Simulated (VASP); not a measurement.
The system is WSe3.

```
W Se
1.0
     3.26303    0.00000    0.00000
     0.00000    7.91386    0.00000
     0.00000    0.00000    7.66038
W Se
2 6
Direct
  0.50000 0.50000 0.53557
  0.00000 0.00000 0.46443
  0.00000 0.50000 0.79058
  0.50000 0.00000 0.20942
  0.00000 0.68212 0.33805
  0.50000 0.81788 0.66195
  0.00000 0.31788 0.33805
  0.50000 0.18212 0.66195
```

The cell was generated, and may not be a known phase.

- Program: VASP 6.6.1
- Task: relaxation of cell and atoms
- Functional: PBE
- Potentials or basis: VASP PAW PBE potentials, release 64 (W_sv, Se)
- Cutoff: 600 eV
- k mesh: 6 × 2 × 2
- Occupations: gaussian, width 0.1 eV
- Spin: no spin polarisation

At the start: pressure 0.4 GPa; volume 24.73 Å³/atom.

Q: How do energy, volume and symmetry change on relaxing?

A: Over 14 steps the energy falls by 4.4 meV/atom and the volume is 24.99 Å³/atom (+1.1 %); space group Pmmn (No. 59, to 0.1 Å) before and after.

Step by step:
| step | energy change (eV) | largest force (eV/Å) | pressure (GPa) | volume (Å³) |
| --- | --- | --- | --- | --- |
| 1 | 0.0000 | 0.1061 | 0.36 | 197.82 |
| 2 | -0.0132 | 0.2428 | -0.46 | 199.38 |
| 3 | -0.0132 | 0.2425 | -0.46 | 199.37 |
| 4 | -0.0177 | 0.2102 | 0.38 | 198.15 |
| 5 | -0.0184 | 0.1558 | 0.16 | 198.46 |
| 6 | -0.0239 | 0.1774 | 0.19 | 198.67 |
| 7 | -0.0298 | 0.2290 | 0.28 | 199.22 |
| 8 | -0.0327 | 0.1059 | -0.04 | 199.90 |
| 9 | -0.0328 | 0.0667 | -0.12 | 200.10 |
| 10 | -0.0338 | 0.0586 | -0.02 | 199.87 |
| 11 | -0.0343 | 0.0570 | 0.15 | 199.52 |
| 12 | -0.0348 | 0.0422 | 0.06 | 199.73 |
| 13 | -0.0349 | 0.0668 | -0.04 | 199.94 |
| 14 | -0.0352 | 0.0329 | 0.02 | 199.93 |

Final structure:
```xyz
8
Lattice="3.3433 0.0000 0.0000 0.0000 7.8629 0.0000 0.0000 0.0000 7.6052" Properties=species:S:1:pos:R:3 pbc="T T T"
W     1.6717    3.9314    4.0287
W     0.0000    7.8629    3.5765
Se    0.0000    3.9314    5.9571
Se    1.6717    7.8629    1.6481
Se    0.0000    5.3645    2.5554
Se    1.6717    6.4299    5.0498
Se    3.3433    2.4984    2.5554
Se    1.6717    1.4330    5.0498
```

Caveat: the k points lie up to 0.41 Å⁻¹ apart in the final cell; this functional lacks dispersion, which binds layers or chains, so the pressure and a relaxed spacing across them are unreliable.
